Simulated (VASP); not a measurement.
# SiC (P6_3mc) in VASP: single point with PBE

Aim: the single point of SiC with PBE.

Everything below comes from runs of VASP 6.6.1. Logs are shortened: lines on timing, memory, paths and dates and some standing lists are left out, and cuts for length are marked.

## (1) The cell of the first run

It takes space group P6_3mc (No. 186, hexagonal). The conventional cell has a = 3.076 Å, b = 3.076 Å, c = 10.071 Å, α = 90.00°, β = 90.00°, γ = 120.00°. Si (site symmetry 3m) has 4 C at 1.88 to 1.89 Å within 2.5 Å. Si (site symmetry 3m) has 4 C at 1.88 to 1.89 Å within 2.5 Å. C (site symmetry 3m) has 4 Si at 1.88 to 1.89 Å within 2.5 Å. Within 2.5 Å of C (site symmetry 3m) lie 4 Si at 1.88 to 1.89 Å.

## (2) Single point, PBE

File INCAR:

```
SYSTEM = SiC
PREC     = Accurate       ! precision mode
ENCUT    = 520            ! plane-wave cutoff, eV
EDIFF    = 1E-6           ! SCF threshold, eV
ISMEAR   = 0              ! smearing method
SIGMA    = 0.05           ! smearing width, eV
LREAL    = .FALSE.        ! projectors in reciprocal space
LASPH    = .TRUE.         ! aspherical terms in the spheres
NELM     = 60             ! most SCF steps
ALGO     = Normal         ! electronic algorithm
ISIF     = 2              ! what is computed and relaxed
LWAVE    = .FALSE.        ! write WAVECAR
LCHARG   = .TRUE.         ! write CHGCAR
GGA      = PE             ! functional
LELF     = .TRUE.         ! ELF
LVHAR    = .TRUE.       
NBANDS   = 26             ! bands
```

File KPOINTS:

```
Automatic mesh
0
G
  12 12 4
  0 0 0
```

File POSCAR:

```
SiC
1.0
    3.0756941497      0.0000000000      0.0000000000
   -1.5378470748      2.6636292679      0.0000000000
    0.0000000000      0.0000000000     10.0706464800
Si C
4 4
Direct
    0.6666666667      0.3333333333      0.9378419800
    0.3333333333      0.6666666667      0.4378419800
    0.0000000000      0.0000000000      0.6878943800
    0.0000000000      0.0000000000      0.1878943800
    0.6666666667      0.3333333333      0.7498025900
    0.3333333333      0.6666666667      0.2498025900
    0.0000000000      0.0000000000      0.5004600500
    0.0000000000      0.0000000000      0.0004600500
```

Potentials or basis: VASP PAW PBE potentials, release 64 (Si, C).

Launch:

```sh
cat potpaw_PBE.64/Si/POTCAR potpaw_PBE.64/C/POTCAR > POTCAR
mpirun -np 1 vasp_std > vasp.out
```

OUTCAR:

```text
SYSTEM = SiC
   PREC = Accurate
   ENCUT = 520
   EDIFF = 1E-6
   ISMEAR = 0
   LREAL = .FALSE.
   LASPH = .TRUE.
   NELM = 60
   ISIF = 2
   GGA = PE

 ion  position               nearest neighbor table
   1  0.667  0.333  0.938-   8 1.88   8 1.88   8 1.88   5 1.89   3 3.08   3 3.08   3 3.08   4 3.08
                             4 3.08   4 3.08
   2  0.333  0.667  0.438-   7 1.88   7 1.88   7 1.88   6 1.89   4 3.08   4 3.08   4 3.08   3 3.08
                             3 3.08   3 3.08
   3  0.000  0.000  0.688-   5 1.88   5 1.88   5 1.88   7 1.89   1 3.08   1 3.08   1 3.08   2 3.08
                             2 3.08   2 3.08
   4  0.000  0.000  0.188-   6 1.88   6 1.88   6 1.88   8 1.89   2 3.08   2 3.08   2 3.08   1 3.08
                             1 3.08   1 3.08
   5  0.667  0.333  0.750-   3 1.88   3 1.88   3 1.88   1 1.89
   6  0.333  0.667  0.250-   4 1.88   4 1.88   4 1.88   2 1.89
   7  0.000  0.000  0.500-   2 1.88   2 1.88   2 1.88   3 1.89
   8  0.000  0.000  0.000-   1 1.88   1 1.88   1 1.88   4 1.89

  LATTYP: Found a hexagonal cell.
 ALAT       =     3.0756941497
 C/A-ratio  =     3.2742678530

  Lattice vectors:

 A1 = (   3.0756941497,   0.0000000000,   0.0000000000)
 A2 = (  -1.5378470748,   2.6636292679,   0.0000000000)
 A3 = (   0.0000000000,   0.0000000000,  10.0706464800)

Analysis of symmetry for initial positions (statically):
=====================================================================
 Subroutine PRICEL returns:
 Original cell was already a primitive cell.

 Routine SETGRP: Setting up the symmetry group for a
 hexagonal supercell.

 Subroutine GETGRP returns: Found 12 space group operations
 (whereof  6 operations were pure point group operations)
 out of a pool of 24 trial point group operations.

The static configuration has the point symmetry C_3v.
 The point group associated with its full space group is C_6v.

Analysis of symmetry for dynamics (positions and initial velocities):
=====================================================================
 Subroutine PRICEL returns:
 Original cell was already a primitive cell.

 Routine SETGRP: Setting up the symmetry group for a
 hexagonal supercell.

 Subroutine GETGRP returns: Found 12 space group operations
 (whereof  6 operations were pure point group operations)
 out of a pool of 24 trial point group operations.

The dynamic configuration has the point symmetry C_3v.
 The point group associated with its full space group is C_6v.

 Subroutine INISYM returns: Found 12 space group operations
 (whereof  6 operations are pure point group operations),
[... 109 lines left out ...]
   LREAL  =      F    real-space projection
   EDIFFG = 0.1E-04   stopping-criterion for IOM
   NSW    =      0    number of steps for IOM
   IBRION =     -1    ionic relax: 0-MD 1-quasi-New 2-CG
   NFREE  =      0    steps in history (QN), initial steepest desc. (CG)
   ISIF   =      2    stress and relaxation
   ISYM   =      2    0-nonsym 1-usesym 2-fastsym
   POTIM  = 0.5000    time-step for ionic-motion
   TEBEG  =    0.0;   TEEND  =   0.0 temperature during run
   PSTRESS=    0.0 pullay stress
   NELECT =      32.0000    total number of electrons
   NUPDOWN=      -1.0000    fix difference up-down
   EMIN   =  10.00;   EMAX   =-10.00  energy-range for DOS
   EFERMI =   0.00;   METHOD = LEGACY
   ISMEAR =     0;   SIGMA  =   0.05  broadening in eV -4-tet -1-fermi 0-gaus
   EFERMI_NEDOS =   21; number of points for ismear=-14 and -15
   IALGO  =     38    algorithm
   IMIX   =      4    mixing-type and parameters
     AMIX     =   0.40;   BMIX     =  1.00
     AMIX_MAG =   1.60;   BMIX_MAG =  1.00
  volume/ion in A,a.u.               =      10.31        69.60
  Fermi-wavevector in a.u.,A,eV,Ry     =   1.193897  2.256138 19.393597  1.425389
  Thomas-Fermi vector in A             =   2.329900
   LORBIT       =      0    0 simple, 1 ext, 2 COOP (PROOUT), +10 PAW based schemes
   GGA     = PE    functional components
   LHFCALC =     F    Hartree Fock is set to
   AEXX    =    0.0000 exact exchange contribution
   IVDW    =     0    specifies the selected vdW correction
   LEPSILON=     F    determine dielectric tensor
   LRPA    =     F    only Hartree local field effects (RPA)
 non-spin polarized calculation
 Gauss-broadening in eV      SIGMA  =   0.05
  energy-cutoff  :      520.00
  volume of cell :       82.50
 maximum number of plane-waves:      2248
 NGX is ok and might be reduce to    24
   NGX = 11   NGY = 11   NGZ = 37

 number of electron      32.0000000 magnetization

 Free energy of the ion-electron system (eV)
  ---------------------------------------------------
  ext. energy  EPLUGINS =         0.00000000
  ---------------------------------------------------
  free energy    TOTEN  =       -60.23128121 eV

  energy without entropy =      -60.23128121  energy(sigma->0) =      -60.23128121

 E-fermi :   8.4526     XC(G=0): -11.3673

 val. band max:        8.2107339263   @ k =   0.0000   0.0000   0.0000
 cond. band min:      10.4362667311   @ k =   0.5000   0.0000   0.0000
 fundamental gap:      2.2255328048
 Fermi energy:         8.4526359290

 k-point     1 :       0.0000    0.0000    0.0000
  band No.  band energies     occupation
      1      -7.2954      2.00000
      2      -6.1156      2.00000
      3      -6.0789      2.00000
      4      -3.7188      2.00000
      5      -0.4170      2.00000
      6       3.8232      2.00000
[... 685 lines left out ...]
     25      16.8548      0.00000
     26      17.4768      0.00000

 [... further k-points ...]
[... 5 lines left out ...]
  --------------------------------------------------------------------------------------
  -------------------------------------------------------------------------------------
  Total        2.0108368      2.0108368      1.9440319      0.0000000      0.0000000      0.0000000
  in kB       39.0492899     39.0492899     37.7519772      0.0000000      0.0000000      0.0000000
  external PRESSURE =      38.6168524 kB  Pullay stress =       0.0000000 kB

 VOLUME and BASIS-vectors are now :
 -----------------------------------------------------------------------------
  energy-cutoff  :      520.00
  volume of cell :       82.50
      direct lattice vectors                 reciprocal lattice vectors
     3.075694150  0.000000000  0.000000000     0.325129857  0.187713811  0.000000000
    -1.537847075  2.663629268  0.000000000     0.000000000  0.375427621  0.000000000
     0.000000000  0.000000000 10.070646480     0.000000000  0.000000000  0.099298491

 POSITION                                       TOTAL-FORCE (eV/Angst)
 -----------------------------------------------------------------------------------
      1.53785      0.88788      9.44468         0.000000     -0.000000     -0.005065
     -0.00000      1.77575      4.40935        -0.000000      0.000000     -0.005065
      0.00000      0.00000      6.92754        -0.000000      0.000000      0.001757
      0.00000      0.00000      1.89222         0.000000     -0.000000      0.001757
      1.53785      0.88788      7.55100        -0.000000      0.000000      0.005528
     -0.00000      1.77575      2.51567         0.000000     -0.000000      0.005528
      0.00000      0.00000      5.03996         0.000000     -0.000000     -0.002220
      0.00000      0.00000      0.00463        -0.000000      0.000000     -0.002220
 -----------------------------------------------------------------------------------
    total drift:                               -0.000000     -0.000000      0.000083

  FREE ENERGIE OF THE ION-ELECTRON SYSTEM (eV)
  ---------------------------------------------------
  free  energy   TOTEN  =       -60.2312812104 eV

  energy  without entropy=      -60.2312812104  energy(sigma->0) =      -60.23128121
```

OSZICAR:

```text
N       E                     dE             d eps       ncg     rms          rms(c)
DAV:   1     0.715588996231E+02    0.71559E+02   -0.14436E+04  2964   0.111E+03
DAV:   2    -0.606314983023E+02   -0.13219E+03   -0.12157E+03  3918   0.190E+02
DAV:   3    -0.675957946310E+02   -0.69643E+01   -0.69084E+01  4050   0.407E+01
DAV:   4    -0.676849352429E+02   -0.89141E-01   -0.89021E-01  3838   0.537E+00
DAV:   5    -0.676864558699E+02   -0.15206E-02   -0.15198E-02  3990   0.671E-01    0.177E+01
DAV:   6    -0.604288250409E+02    0.72576E+01   -0.19391E+01  3808   0.193E+01    0.798E+00
DAV:   7    -0.602647943944E+02    0.16403E+00   -0.21642E+00  4056   0.656E+00    0.342E+00
DAV:   8    -0.602337107736E+02    0.31084E-01   -0.11641E-01  3610   0.162E+00    0.103E+00
DAV:   9    -0.602306976027E+02    0.30132E-02   -0.17625E-02  3776   0.714E-01    0.161E-01
DAV:  10    -0.602311931573E+02   -0.49555E-03   -0.14529E-03  3758   0.187E-01    0.786E-02
DAV:  11    -0.602312783017E+02   -0.85144E-04   -0.19581E-04  3544   0.861E-02    0.163E-02
DAV:  12    -0.602312802559E+02   -0.19542E-05   -0.84038E-06  3834   0.154E-02    0.614E-03
DAV:  13    -0.602312812104E+02   -0.95450E-06   -0.59011E-07  2470   0.422E-03
   1 F= -.60231281E+02 E0= -.60231281E+02  d E =-.669340E-14
```

It took 86 s on 1 thread of AMD EPYC 7R13 (Zen 3), shared host; peak memory 0.22 GiB.

What came out:

```yaml
Free_energy: -60.2313 eV
Pressure: 3.9 GPa
Largest_force: 0.006 eV/Å
Band_gap_on_the_k_mesh: 2.23 eV, indirect (least direct gap 3.35 eV)
```

Forces in eV/Å, atoms in the order of the input:
```
Si   0.000  0.000 -0.005
Si   0.000  0.000 -0.005
Si   0.000  0.000  0.002
Si   0.000  0.000  0.002
C    0.000  0.000  0.006
C    0.000  0.000  0.006
C    0.000  0.000 -0.002
C    0.000  0.000 -0.002
```

Stress tensor (GPa, compression positive):
```
3.90 0.00 0.00
0.00 3.90 0.00
0.00 0.00 3.78
```

Levels at points of the mesh, in eV from the valence-band top:
| k point | band 12 | band 13 | band 14 | band 15 | band 16 | band 17 | band 18 | band 19 | band 20 | band 21 |
| --- | --- | --- | --- | --- | --- | --- | --- | --- | --- | --- |
| (0.00, 0.00, 0.00) | -0.58 | -0.58 | -0.05 | 0.00 | 0.00 | 5.12 | 5.70 | 6.32 | 6.34 | 6.99 |
| (0.50, 0.00, 0.00) | -2.39 | -2.36 | -2.22 | -1.58 | -1.12 | 2.23 | 2.36 | 4.23 | 4.76 | 5.31 |
| (0.00, 0.00, 0.50) | -1.04 | -0.21 | -0.21 | -0.21 | -0.21 | 5.32 | 5.32 | 6.79 | 6.79 | 7.08 |
| (0.50, 0.00, 0.50) | -3.02 | -2.50 | -2.50 | -1.55 | -1.55 | 2.64 | 2.64 | 4.22 | 4.22 | 6.13 |

A k mesh can miss the band edges. Expect the measured gap to be larger: semilocal functionals such as PBE lack the derivative discontinuity.
